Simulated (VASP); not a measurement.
# CdSe (P6_3mc) in VASP: a series of runs

The runs below take CdSe through single point, with PBE.

Program: VASP 6.6.1. These are calculated values, not measurements. Logs are shortened: lines on timing, memory, paths and dates and some standing lists are left out, and cuts for length are marked.

### 1 The cell of the first run

Symmetry: P6_3mc, No. 186, hexagonal system. Conventional cell: a = 4.298 Å, b = 4.298 Å, c = 7.015 Å, α = 90.00°, β = 90.00°, γ = 120.00°. Cd (site symmetry 3m) has 4 Se at 2.53 to 2.67 Å within 3.3 Å. Within 3.3 Å of Se (site symmetry 3m) lie 4 Cd at 2.53 to 2.67 Å.

### 2 Single point, PBE (all Se atoms moved -0.100 Å, as atom 3 along Cartesian [0 0 1])

INCAR

```
PREC = Accurate
ENCUT = 500
EDIFF = 1E-6
ISMEAR = 0
SIGMA = 0.05
LREAL = False
LASPH = True
NELM = 120
ALGO = Normal
ISIF = 2
LWAVE = False
LCHARG = True
GGA = PE
LELF = True
LVHAR = True
NBANDS = 26
GGA_COMPAT = False
```

KPOINTS

```
Automatic mesh
0
Gamma
  9 9 4
```

POSCAR

```
CdSe
1.0
    4.2984999142      0.0000000000      0.0000000000
   -2.1492499571      3.7226101239      0.0000000000
    0.0000000000      0.0000000000      7.0152000000
Cd Se
2 2
Direct
    0.6666666667      0.3333333333      0.0000000000
    0.3333333333      0.6666666667      0.5000000000
    0.6666666667      0.3333333333      0.3607452389
    0.3333333333      0.6666666667      0.8607452389
```

Potentials or basis: VASP PAW PBE potentials, release 64 (Cd, Se).

Run with:

```sh
cat potpaw_PBE.64/Cd/POTCAR potpaw_PBE.64/Se/POTCAR > POTCAR
mpirun -np 1 vasp_std > vasp.out
```

OUTCAR:

```text
PREC = Accurate
   ENCUT = 500
   EDIFF = 1E-6
   ISMEAR = 0
   LREAL = False
   LASPH = True
   NELM = 120
   ISIF = 2
   GGA = PE

 ion  position               nearest neighbor table
   1  0.667  0.333  0.000-   3 2.53   4 2.67   4 2.67   4 2.67
   2  0.333  0.667  0.500-   4 2.53   3 2.67   3 2.67   3 2.67
   3  0.667  0.333  0.361-   1 2.53   2 2.67   2 2.67   2 2.67
   4  0.333  0.667  0.861-   2 2.53   1 2.67   1 2.67   1 2.67

  LATTYP: Found a hexagonal cell.
 ALAT       =     4.2984999142
 C/A-ratio  =     1.6320111993

  Lattice vectors:

 A1 = (   4.2984999142,   0.0000000000,   0.0000000000)
 A2 = (  -2.1492499571,   3.7226101239,   0.0000000000)
 A3 = (   0.0000000000,   0.0000000000,   7.0152000000)

Analysis of symmetry for initial positions (statically):
=====================================================================
 Subroutine PRICEL returns:
 Original cell was already a primitive cell.

 Routine SETGRP: Setting up the symmetry group for a
 hexagonal supercell.

 Subroutine GETGRP returns: Found 12 space group operations
 (whereof  6 operations were pure point group operations)
 out of a pool of 24 trial point group operations.

The static configuration has the point symmetry C_3v.
 The point group associated with its full space group is C_6v.

Analysis of symmetry for dynamics (positions and initial velocities):
=====================================================================
 Subroutine PRICEL returns:
 Original cell was already a primitive cell.

 Routine SETGRP: Setting up the symmetry group for a
 hexagonal supercell.

 Subroutine GETGRP returns: Found 12 space group operations
 (whereof  6 operations were pure point group operations)
 out of a pool of 24 trial point group operations.

The dynamic configuration has the point symmetry C_3v.
 The point group associated with its full space group is C_6v.

 Subroutine INISYM returns: Found 12 space group operations
 (whereof  6 operations are pure point group operations),
 and found     1 'primitive' translations

----------------------------------------------------------------------------------------

                                     Primitive cell

  volume of cell :     112.2547

  direct lattice vectors                    reciprocal lattice vectors
     4.298499914  0.000000000  0.000000000     0.232639297  0.134314361  0.000000000
    -2.149249957  3.722610124  0.000000000     0.000000000  0.268628722  0.000000000
     0.000000000  0.000000000  7.015200000     0.000000000  0.000000000  0.142547611

  length of vectors
     4.298499914  4.298499914  7.015200000     0.268628722  0.268628722  0.142547611

  position of ions in fractional coordinates (direct lattice)
     0.666666667  0.333333333  0.000000000
     0.333333333  0.666666667  0.500000000
     0.666666667  0.333333333  0.360745239
     0.333333333  0.666666667  0.860745239

  ion indices of the primitive-cell ions
   primitive index   ion index
                 1           1
                 2           2
                 3           3
                 4           4

----------------------------------------------------------------------------------------

 KPOINTS: Automatic mesh

Automatic generation of k-mesh.
 Grid dimensions read from file:
 generate k-points for:    9    9    4

 Generating k-lattice:

  Cartesian coordinates                     Fractional coordinates (reciprocal lattice)
     0.025848811  0.014923818  0.000000000     0.111111111  0.000000000  0.000000000
     0.000000000  0.029847636  0.000000000     0.000000000  0.111111111  0.000000000
     0.000000000  0.000000000  0.035636903     0.000000000  0.000000000  0.250000000

  Length of vectors
     0.029847636  0.029847636  0.035636903

  Shift w.r.t. Gamma in fractional coordinates (k-lattice)
     0.000000000  0.000000000  0.000000000

 Subroutine IBZKPT returns following result:
 ===========================================

 Found     36 irreducible k-points:

 Following reciprocal coordinates:
            Coordinates               Weight
  0.000000  0.000000  0.000000      1.000000
  0.111111 -0.000000  0.000000      6.000000
  0.222222 -0.000000  0.000000      6.000000
  0.333333  0.000000  0.000000      6.000000
  0.444444 -0.000000  0.000000      6.000000
  0.111111  0.111111  0.000000      6.000000
[... 16 lines left out ...]
  0.333333  0.222222  0.250000     24.000000
  0.333333  0.333333  0.250000      4.000000
 [... further k-points ...]
   k-points           NKPTS =     36   k-points in BZ     NKDIM =     36   number of bands    NBANDS=     26
   number of dos      NEDOS =    301   number of ions     NIONS =      4
   total plane-waves  NPLWV =  55296
   dimension x,y,z NGX =    32 NGY =   32 NGZ =   54
   dimension x,y,z NGXF=    64 NGYF=   64 NGZF=  108
   ions per type =               2   2
   NGX,Y,Z   is equivalent  to a cutoff of  12.38, 12.38, 12.80 a.u.
   NGXF,Y,Z  is equivalent  to a cutoff of  24.75, 24.75, 25.59 a.u.
 SYSTEM =  unknown system
   PREC   = accura    normal or accurate (medium, high low for compatibility)
   ISTART =      0    job   : 0-new  1-cont  2-samecut
   ICHARG =      2    charge: 1-file 2-atom 10-const
   ISPIN  =      1    spin polarized calculation?
   LNONCOLLINEAR =      F non collinear calculations
   LSORBIT =      F    spin-orbit coupling
   LASPH  =      T    aspherical Exc in radial PAW
   ENCUT  =  500.0 eV  36.75 Ry    6.06 a.u.   7.84  7.84 12.79*2*pi/ulx,y,z
   NELM   =    120;   NELMIN=  2; NELMDL= -5     # of ELM steps
   EDIFF  = 0.1E-05   stopping-criterion for ELM
   LREAL  =      F    real-space projection
   EDIFFG = 0.1E-04   stopping-criterion for IOM
   NSW    =      0    number of steps for IOM
   IBRION =     -1    ionic relax: 0-MD 1-quasi-New 2-CG
   NFREE  =      0    steps in history (QN), initial steepest desc. (CG)
   ISIF   =      2    stress and relaxation
   ISYM   =      2    0-nonsym 1-usesym 2-fastsym
   POTIM  = 0.5000    time-step for ionic-motion
   TEBEG  =    0.0;   TEEND  =   0.0 temperature during run
   PSTRESS=    0.0 pullay stress
   NELECT =      36.0000    total number of electrons
   NUPDOWN=      -1.0000    fix difference up-down
   EMIN   =  10.00;   EMAX   =-10.00  energy-range for DOS
   EFERMI =   0.00;   METHOD = LEGACY
   ISMEAR =     0;   SIGMA  =   0.05  broadening in eV -4-tet -1-fermi 0-gaus
   EFERMI_NEDOS =   21; number of points for ismear=-14 and -15
   IALGO  =     38    algorithm
   IMIX   =      4    mixing-type and parameters
     AMIX     =   0.40;   BMIX     =  1.00
     AMIX_MAG =   1.60;   BMIX_MAG =  1.00
  volume/ion in A,a.u.               =      28.06       189.38
  Fermi-wavevector in a.u.,A,eV,Ry     =   1.120575  2.117579 17.084668  1.255688
  Thomas-Fermi vector in A             =   2.257222
   LORBIT       =      0    0 simple, 1 ext, 2 COOP (PROOUT), +10 PAW based schemes
   GGA     = PE    functional components
   LHFCALC =     F    Hartree Fock is set to
   AEXX    =    0.0000 exact exchange contribution
   IVDW    =     0    specifies the selected vdW correction
   LEPSILON=     F    determine dielectric tensor
   LRPA    =     F    only Hartree local field effects (RPA)
 non-spin polarized calculation
 Gauss-broadening in eV      SIGMA  =   0.05
  energy-cutoff  :      500.00
  volume of cell :      112.25
 maximum number of plane-waves:      2865
 NGX is ok and might be reduce to    32
   NGX = 15   NGY = 15   NGZ = 25

 number of electron      35.9999999 magnetization

 Free energy of the ion-electron system (eV)
  ---------------------------------------------------
  ext. energy  EPLUGINS =         0.00000000
  ---------------------------------------------------
  free energy    TOTEN  =       -10.85900482 eV

  energy without entropy =      -10.85900482  energy(sigma->0) =      -10.85900482

 E-fermi :   1.2431     XC(G=0):  -8.8922

 val. band max:        0.9959497910   @ k =   0.0000   0.0000   0.0000
 cond. band min:       1.6311774951   @ k =   0.0000   0.0000   0.0000
 fundamental gap:      0.6352277041
 Fermi energy:         1.2431172428

 k-point     1 :       0.0000    0.0000    0.0000
  band No.  band energies     occupation
      1     -11.6626      2.00000
      2     -11.2625      2.00000
      3      -7.0524      2.00000
      4      -6.9426      2.00000
      5      -6.9426      2.00000
      6      -6.8488      2.00000
[... 18 lines left out ...]
     25       8.0753      0.00000
     26       8.7072      0.00000

 k-point     2 :       0.1111   -0.0000    0.0000
  band No.  band energies     occupation
      1     -11.6251      2.00000
      2     -11.2470      2.00000
      3      -7.0385      2.00000
      4      -6.9333      2.00000
      5      -6.9172      2.00000
      6      -6.8395      2.00000
[... 18 lines left out ...]
     25       8.3527      0.00000
     26       8.4920      0.00000

 k-point     3 :       0.2222   -0.0000    0.0000
  band No.  band energies     occupation
      1     -11.5264      2.00000
      2     -11.2107      2.00000
      3      -7.0041      2.00000
      4      -6.9138      2.00000
      5      -6.8531      2.00000
      6      -6.7993      2.00000
[... 18 lines left out ...]
     25       8.3223      0.00000
     26       8.9665      0.00000

 k-point     4 :       0.3333    0.0000    0.0000
  band No.  band energies     occupation
      1     -11.4038      2.00000
      2     -11.1774      2.00000
      3      -6.9651      2.00000
      4      -6.8996      2.00000
      5      -6.8175      2.00000
      6      -6.7432      2.00000
[... 18 lines left out ...]
     25       8.7669      0.00000
     26       9.3269      0.00000

 k-point     5 :       0.4444   -0.0000    0.0000
  band No.  band energies     occupation
      1     -11.3107      2.00000
      2     -11.1678      2.00000
      3      -6.9403      2.00000
      4      -6.8947      2.00000
      5      -6.7893      2.00000
      6      -6.7546      2.00000
[... 18 lines left out ...]
     25       9.0055      0.00000
     26      10.5587      0.00000

 k-point     6 :       0.1111    0.1111    0.0000
  band No.  band energies     occupation
      1     -11.5569      2.00000
      2     -11.2212      2.00000
      3      -7.0139      2.00000
      4      -6.9215      2.00000
      5      -6.8649      2.00000
      6      -6.8255      2.00000
[... 427 lines left out ...]
 k-point    21 :       0.4444    0.1111    0.2500
  band No.  band energies     occupation
      1     -11.2621      2.00000
      2     -11.1826      2.00000
      3      -6.9218      2.00000
      4      -6.8793      2.00000
      5      -6.8321      2.00000
      6      -6.7392      2.00000
[... 18 lines left out ...]
     25       8.9279      0.00000
     26       9.9663      0.00000

 k-point    22 :       0.2222    0.2222    0.2500
  band No.  band energies     occupation
      1     -11.3156      2.00000
      2     -11.1913      2.00000
      3      -6.9243      2.00000
      4      -6.8941      2.00000
      5      -6.8265      2.00000
      6      -6.7625      2.00000
[... 18 lines left out ...]
     25       8.5908      0.00000
     26       9.3402      0.00000

 k-point    23 :       0.3333    0.2222    0.2500
  band No.  band energies     occupation
      1     -11.2452      2.00000
      2     -11.1829      2.00000
      3      -6.9009      2.00000
      4      -6.8921      2.00000
      5      -6.8350      2.00000
      6      -6.7419      2.00000
[... 18 lines left out ...]
     25       9.1096      0.00000
     26       9.5722      0.00000

 k-point    24 :       0.3333    0.3333    0.2500
  band No.  band energies     occupation
      1     -11.2007      2.00000
      2     -11.2007      2.00000
      3      -6.9046      2.00000
      4      -6.8586      2.00000
      5      -6.8586      2.00000
      6      -6.7377      2.00000
[... 18 lines left out ...]
     25       9.7186      0.00000
     26       9.7190      0.00000

 [... further k-points ...]

------------------------ aborting loop because EDIFF is reached ----------------------------------------

  FORCE on cell =-STRESS in cart. coord.  units (eV):
  Direction    XX          YY          ZZ          XY          YZ          ZX
  --------------------------------------------------------------------------------------
  -------------------------------------------------------------------------------------
  Total        1.4420947      1.4420947      4.5600931      0.0000000      0.0000000      0.0000000
  in kB       20.5825804     20.5825804     65.0848277      0.0000000      0.0000000      0.0000000
  external PRESSURE =      35.4166628 kB  Pullay stress =       0.0000000 kB

 VOLUME and BASIS-vectors are now :
 -----------------------------------------------------------------------------
  energy-cutoff  :      500.00
  volume of cell :      112.25
      direct lattice vectors                 reciprocal lattice vectors
     4.298499914  0.000000000  0.000000000     0.232639297  0.134314361  0.000000000
    -2.149249957  3.722610124  0.000000000     0.000000000  0.268628722  0.000000000
     0.000000000  0.000000000  7.015200000     0.000000000  0.000000000  0.142547611

 POSITION                                       TOTAL-FORCE (eV/Angst)
 -----------------------------------------------------------------------------------
      2.14925      1.24087      0.00000         0.000000      0.000000     -0.657783
     -0.00000      2.48174      3.50760         0.000000      0.000000     -0.657783
      2.14925      1.24087      2.53070        -0.000000     -0.000000      0.657783
     -0.00000      2.48174      6.03830         0.000000      0.000000      0.657783
 -----------------------------------------------------------------------------------
    total drift:                               -0.000000     -0.000000      0.000126

  FREE ENERGIE OF THE ION-ELECTRON SYSTEM (eV)
  ---------------------------------------------------
  free  energy   TOTEN  =       -10.8590048158 eV

  energy  without entropy=      -10.8590048158  energy(sigma->0) =      -10.85900482
```

Wall time 2.2 min (1 thread of Intel Xeon 8259CL, shared host); peak memory 0.27 GiB.

What came out:

```
Free energy            : -10.8590 eV
Pressure               : 3.5 GPa
Largest force          : 0.658 eV/Å
Band gap on the k mesh : 0.64 eV
```

Forces on the atoms (eV/Å):
```
Cd   0.000  0.000 -0.658
Cd   0.000  0.000 -0.658
Se   0.000  0.000  0.658
Se   0.000  0.000  0.658
```

Stress tensor (GPa, compression positive):
```
2.06 0.00 0.00
0.00 2.06 0.00
0.00 0.00 6.51
```

Caveat: the cell differs from its parent crystal (all Se atoms moved -0.100 Å, as atom 3 along Cartesian [0 0 1]); the cell stands under pressure; semilocal functionals underestimate gaps, and a narrow one can read as zero.

(Continued in part 2 of 2.)
